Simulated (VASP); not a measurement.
Here is a VASP 6.6.1 calculation.

POSCAR

```
C
1.0
    1.2587270051      0.7267263753      3.4306861104
   -1.2587270051      0.7267263753      3.4306861104
    0.0000000000     -1.4534527505      3.4306861104
C
2
Direct
    0.1640000000      0.1640000000      0.1640000000
    0.8360000000      0.8360000000      0.8360000000
```

File INCAR.step1:

```
ALGO     = Normal         # electronic algorithm
EDIFF    = 1E-4           # SCF threshold, eV
ENCUT    = 520            # plane-wave cutoff, eV
GGA      = PE             # functional
ISMEAR   = 0              # smearing method
LASPH    = T              # aspherical terms in the spheres
LCHARG   = F              # write CHGCAR
LREAL    = F              # projectors in reciprocal space
LWAVE    = T              # write WAVECAR
NBANDS   = 11             # bands
NELM     = 100            # most SCF steps
PREC     = Accurate       # precision mode
SIGMA    = 0.05           # smearing width, eV
```

The input INCAR.step2:

```
ALGO     = Normal         # electronic algorithm
EDIFF    = 1E-6           # SCF threshold, eV
ENCUT    = 520            # plane-wave cutoff, eV
ISIF     = 2              # what is computed and relaxed
ISMEAR   = 0              # smearing method
ISTART   = 1            
LASPH    = T              # aspherical terms in the spheres
LCHARG   = F              # write CHGCAR
LMIXTAU  = T            
LREAL    = F              # projectors in reciprocal space
LWAVE    = F              # write WAVECAR
METAGGA  = R2SCAN         # meta-GGA
NBANDS   = 11             # bands
NELM     = 100            # most SCF steps
PREC     = Accurate       # precision mode
SIGMA    = 0.05           # smearing width, eV
```

KPOINTS

```
k-points
0
Gamma
  12 12 12
```

Potentials or basis: VASP PAW PBE potentials, release 64 (C).

Command:

```sh
$ cat potpaw_PBE.64/C/POTCAR > POTCAR
$ cp INCAR.step1 INCAR
$ mpirun -np 1 vasp_std > vasp.out
$ cp INCAR.step2 INCAR
$ mpirun -np 1 vasp_std > vasp.out
```

(1) Estimate the largest force.

(2) Predict the pressure.

(3) Predict the band gap on the k mesh.

Results:

(1) 0.916 eV/Å.

(2) -17.9 GPa.

(3) 0.71 eV, direct.

Caveat: the cell differs from its parent crystal (strain +0.025 along x and y, +0.025 along z); the PAW data sets were made with another functional, which shifts forces and pressure a little.
